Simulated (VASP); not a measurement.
# CsBr (Pm-3m) in VASP: settings compared, part 2 of 2

VASP 6.6.1.

### 4 Single point, r2SCAN0

The input, POSCAR:

```
CsBr
1.0
    4.3195965033      0.0000000000      0.0000000000
    0.0000000000      4.3195965033      0.0000000000
    0.0000000000      0.0000000000      4.3195965033
Cs Br
1 1
Direct
    0.0000000000      0.0000000000      0.0000000000
    0.5000000000      0.5000000000      0.5000000000
```

The input, INCAR.step1:

```
  PREC = Accurate
  ENCUT = 440
  EDIFF = 1E-5
  ISMEAR = 0
  SIGMA = 0.01
  LREAL = False
  LASPH = True
  NELM = 120
  ALGO = Normal
  ISIF = 2
  LWAVE = True
  NBANDS = 15
  GGA = PE
  GGA_COMPAT = False
```

The input, INCAR.step2:

```
  PREC = Accurate
  ENCUT = 440
  EDIFF = 1E-6
  ISMEAR = 0
  SIGMA = 0.01
  LREAL = False
  LASPH = True
  NELM = 120
  ALGO = Normal
  ISIF = 2
  LWAVE = False
  LCHARG = True
  METAGGA = R2SCAN
  LHFCALC = True
  AEXX = 0.25
  LMIXTAU = True
  PRECFOCK = Normal
  LELF = True
  LVHAR = True
  NBANDS = 15
  ISTART = 1
  GGA_COMPAT = False
```

The input, KPOINTS:

```
Automatic mesh
0
Gamma
  4 4 4
```

Command:

```console
> cat potpaw_PBE.64/Cs_sv/POTCAR potpaw_PBE.64/Br/POTCAR > POTCAR
> cp INCAR.step1 INCAR
> mpirun -np 1 vasp_std > vasp.out
> cp INCAR.step2 INCAR
> mpirun -np 1 vasp_std > vasp.out
```

Run time: 2.5 min. Hardware: 1 thread of Intel Xeon 6975P-C (Granite Rapids), shared host; peak memory 0.18 GiB.

Results (log left out):

- Free energy: -34.9483 eV
- Pressure: -0.2 GPa
- Band gap on the k mesh: 6.74 eV

Levels at points of the mesh, in eV from the valence-band top:
| k point | band 6 | band 7 | band 8 | band 9 | band 10 | band 11 |
| --- | --- | --- | --- | --- | --- | --- |
| (0.00, 0.00, 0.00) | 0.00 | 0.00 | 0.00 | 6.74 | 7.11 | 7.11 |
| (0.50, 0.00, 0.00) | -1.36 | -0.21 | -0.21 | 8.20 | 9.62 | 10.03 |
| (0.50, 0.50, 0.00) | -0.62 | -0.62 | 0.00 | 7.50 | 7.78 | 9.64 |
| (0.50, 0.50, 0.50) | -1.22 | -1.22 | -1.22 | 10.77 | 10.77 | 10.77 |

Caveat: the PAW data sets were made with another functional, which shifts forces and pressure a little; spin-orbit coupling is left out, which moves the levels of the heavy elements.

### 5 Relaxation of cell and atoms, HSE06

POSCAR is that of step 4.

The input, INCAR.step1:

```
PREC = Accurate ; ENCUT = 500
EDIFF = 1E-5 ; ISMEAR = -1
SIGMA = 0.02 ; LREAL = F
LASPH = T ; NELM = 120
ALGO = Normal ; LWAVE = T
LCHARG = F ; GGA = PE
NBANDS = 15 ; GGA_COMPAT = F
IBRION = 2 ; ISIF = 3
EDIFFG = -0.005 ; NELMIN = 4
NSW = 100
```

The input, INCAR.step2:

```
PREC = Accurate ; ENCUT = 500
EDIFF = 1E-7 ; ISMEAR = -1
SIGMA = 0.02 ; LREAL = F
LASPH = T ; NELM = 120
ALGO = Normal ; ISIF = 3
LWAVE = F ; LCHARG = F
GGA = PE ; LHFCALC = T
HFSCREEN = 0.2079 ; PRECFOCK = Normal
IBRION = 2 ; NSW = 80
EDIFFG = -0.005 ; ISTART = 1
GGA_COMPAT = F ; NELMIN = 4
```

The input, KPOINTS:

```
regular mesh
0
Gamma
  4 4 4
```

Potentials or basis: VASP PAW PBE potentials, release 64 (Cs_sv, Br).

Command:

```console
> cat potpaw_PBE.64/Cs_sv/POTCAR potpaw_PBE.64/Br/POTCAR > POTCAR
> cp INCAR.step1 INCAR
> mpirun -np 1 vasp_std > vasp.out
> cp INCAR.step2 INCAR
> mpirun -np 1 vasp_std > vasp.out
```

OUTCAR:

```text
PREC = Accurate
   ENCUT = 500
   EDIFF = 1E-7
   ISMEAR = -1
   LREAL = F
   LASPH = T
   NELM = 120
   ISIF = 3
   GGA = PE
   LHFCALC = T
   HFSCREEN = 0.2079
   PRECFOCK = Normal
   IBRION = 2
   NSW = 80
   EDIFFG = -0.005
   ISTART = 1
   NELMIN = 4

 ion  position               nearest neighbor table
   1  0.000  0.000  0.000-
   2  0.500  0.500  0.500-

  LATTYP: Found a simple cubic cell.
 ALAT       =     4.3195965033

  Lattice vectors:

 A1 = (   4.3195965033,   0.0000000000,   0.0000000000)
 A2 = (   0.0000000000,   4.3195965033,   0.0000000000)
[... 177 lines left out ...]
  -------------------------------------------------------------------------------------
  Total        0.1939449      0.1939449      0.1939449     -0.0000000     -0.0000000      0.0000000
  in kB        3.8553116      3.8553116      3.8553116     -0.0000000     -0.0000000      0.0000000
  external PRESSURE =       3.8553116 kB  Pullay stress =       0.0000000 kB
[... 59 lines left out ...]
--------------------------------------- Ionic step        3  -------------------------------------------

 number of electron      16.0000003 magnetization

 Free energy of the ion-electron system (eV)
  ---------------------------------------------------
  ext. energy  EPLUGINS =         0.00000000
  ---------------------------------------------------
  free energy    TOTEN  =        -7.00080942 eV

  energy without entropy =       -7.00080942  energy(sigma->0) =       -7.00080942

 E-fermi :  -0.8950     XC(G=0):  -6.5693

 val. band max:       -1.3813326096   @ k =   0.5000   0.5000   0.0000
 cond. band min:       4.0965307711   @ k =   0.0000   0.0000   0.0000
 fundamental gap:      5.4778633807
 Fermi energy:        -0.8950064948

 k-point     1 :       0.0000    0.0000    0.0000
  band No.  band energies     occupation
      1     -22.5676      2.00000
      2     -14.7281      2.00000
      3      -8.1653      2.00000
      4      -8.1653      2.00000
      5      -8.1653      2.00000
      6      -1.3978      2.00000
      7      -1.3978      2.00000
      8      -1.3978      2.00000
      9       4.0965      0.00000
     10       4.7159      0.00000
     11       4.7159      0.00000
     12       8.9738      0.00000
[... 162 lines left out ...]
  FREE ENERGIE OF THE ION-ELECTRON SYSTEM (eV)
  ---------------------------------------------------
  free  energy   TOTEN  =        -7.0008094214 eV

  energy  without entropy=       -7.0008094214  energy(sigma->0) =       -7.00080942

 reached required accuracy - stopping structural energy minimisation
```

Wall time 8.5 min (1 thread of Intel Xeon 6975P-C (Granite Rapids), shared host); peak memory 0.29 GiB.

Results:

```yaml
Free_energy: -7.0008 eV
Relaxed_volume: 41.46 Å³/atom
Relaxed_cell: a = 4.361 Å, b = 4.361 Å, c = 4.361 Å, α = 90.00°, β = 90.00°, γ = 90.00°
Space_group_after_relaxing_to_0.1_Å: Pm-3m (No. 221)
Energy_gained_by_relaxing: 1.3 meV/atom
Ionic_steps: 3
Pressure_after_relaxing: 0.0 GPa
Band_gap_on_the_k_mesh: 5.48 eV (least direct gap 5.49 eV)
```

The path:
```
step  energy change (eV)  largest force (eV/Å)  pressure (GPa)  volume (Å³)
   1              0.0000                0.0000            0.39        80.60
   2             -0.0020                0.0000            0.18        81.74
   3             -0.0026                0.0000           -0.01        82.92
```

Final structure:
```cif
data_structure
_symmetry_space_group_name_H-M 'P 1'
_symmetry_Int_Tables_number 1
_cell_length_a 4.3606
_cell_length_b 4.3606
_cell_length_c 4.3606
_cell_angle_alpha 90.000
_cell_angle_beta 90.000
_cell_angle_gamma 90.000
_cell_volume 82.92
loop_
_atom_site_label
_atom_site_type_symbol
_atom_site_fract_x
_atom_site_fract_y
_atom_site_fract_z
_atom_site_occupancy
Cs1 Cs 0.00000 0.00000 0.00000 1
Br1 Br 0.50000 0.50000 0.50000 1
```

Levels at points of the mesh, in eV from the valence-band top:
| k point | band 4 | band 5 | band 6 | band 7 | band 8 | band 9 | band 10 | band 11 | band 12 |
| --- | --- | --- | --- | --- | --- | --- | --- | --- | --- |
| (0.00, 0.00, 0.00) | -6.78 | -6.78 | -0.02 | -0.02 | -0.02 | 5.48 | 6.10 | 6.10 | 10.36 |
| (0.50, 0.00, 0.00) | -6.69 | -6.69 | -1.28 | -0.19 | -0.19 | 7.12 | 8.31 | 8.69 | 9.51 |
| (0.50, 0.50, 0.00) | -7.32 | -6.63 | -0.61 | -0.61 | 0.00 | 6.39 | 6.64 | 8.44 | 8.44 |
| (0.50, 0.50, 0.50) | -7.15 | -7.15 | -1.13 | -1.13 | -1.13 | 9.42 | 9.42 | 9.42 | 10.15 |

Caveat: the PAW data sets were made with another functional, which shifts forces and pressure a little; spin-orbit coupling is left out, which moves the levels of the heavy elements.

### 6 Single point, LDA

This run uses another cell than the first one, of 35.49 Å³/atom.

The input, INCAR:

```
PREC = Accurate
ENCUT = 500
EDIFF = 1E-6
ISMEAR = -1
SIGMA = 0.02
LREAL = False
LASPH = True
NELM = 120
ALGO = Normal
ISIF = 2
LWAVE = False
LCHARG = False
NBANDS = 15
GGA_COMPAT = False
```

The input, KPOINTS:

```
Automatic mesh
0
Gamma
  6 6 6
```

The input, POSCAR:

```
CsBr
1.0
    4.1406187365      0.0000000000      0.0000000000
    0.0000000000      4.1406187365      0.0000000000
    0.0000000000      0.0000000000      4.1406187365
Cs Br
1 1
Direct
    0.0000000000      0.0000000000      0.0000000000
    0.5000000000      0.5000000000      0.5000000000
```

Potentials or basis: VASP PAW LDA potentials, release 64 (Cs_sv, Br).

Command:

```console
> cat potpaw_LDA.64/Cs_sv/POTCAR potpaw_LDA.64/Br/POTCAR > POTCAR
> mpirun -np 1 vasp_std > vasp.out
```

Run time: 26 s. Hardware: 1 thread of Intel Xeon 8259CL, shared host; peak memory 0.15 GiB.

Results (log left out):

| Quantity | Value |
| --- | --- |
| Free energy | -6.7932 eV |
| Pressure | 0.1 GPa |
| Band gap on the k mesh | 4.50 eV |

Levels at points of the mesh, in eV from the valence-band top:
```tsv
k point	band 4	band 5	band 6	band 7	band 8	band 9	band 10	band 11	band 12	band 13
(0.00, 0.00, 0.00)	-6.19	-6.19	0.00	0.00	0.00	4.50	4.50	4.56	9.33	9.33
(0.50, 0.00, 0.00)	-6.02	-6.02	-1.67	-0.34	-0.34	5.66	7.56	8.03	8.08	9.16
(0.50, 0.50, 0.00)	-7.02	-5.92	-0.63	-0.63	-0.06	5.01	5.30	7.13	7.13	11.68
(0.50, 0.50, 0.50)	-6.73	-6.73	-1.55	-1.55	-1.55	8.66	8.66	8.66	9.44	9.44
```

Caveat: spin-orbit coupling is left out, which moves the levels of the heavy elements. A k mesh can miss the band edges.

### 7 Summary

```tsv
task	level	potentials or basis	cell	k mesh	cutoff (eV)	smearing	grid for exact exchange (PRECFOCK)	share of exact exchange	screening parameter	gap on the mesh (eV)	pressure (GPa)
single point	HF	VASP PAW PBE potentials, release 64 (Cs_sv, Br)	a = 4.320 Å, 2 atoms	4 × 4 × 4	400	gaussian 0.01 eV	Normal	1	-	12.31	2.4
single point	HSE06	VASP PAW PBE potentials, release 64 (Cs_sv, Br)	a = 4.357 Å, 2 atoms	4 × 4 × 4	400	fermi-dirac 0.02 eV	Normal	0.25	0.2079 1/Å	5.49	0.0
single point	r2SCAN0	VASP PAW PBE potentials, release 64 (Cs_sv, Br)	a = 4.320 Å, 2 atoms	4 × 4 × 4	440	gaussian 0.01 eV	Normal	0.25	-	6.74	-0.2
relaxation of cell and atoms	HSE06	VASP PAW PBE potentials, release 64 (Cs_sv, Br)	relaxed from a = 4.320 Å, 2 atoms	4 × 4 × 4	500	fermi-dirac 0.02 eV	Normal	0.25	0.2079 1/Å	5.48	0.0
single point	LDA	VASP PAW LDA potentials, release 64 (Cs_sv, Br)	a = 4.141 Å, 2 atoms	6 × 6 × 6	500	fermi-dirac 0.02 eV	-	-	-	4.50	0.1
```

Alike in all rows: no spin polarisation.

Caveats: spin-orbit coupling is left out, which moves the levels of the heavy elements; the PAW data sets were made with another functional, which shifts forces and pressure a little (at least some runs).

Total energies depend on the potentials used, so only differences within one code and one set of settings carry meaning.
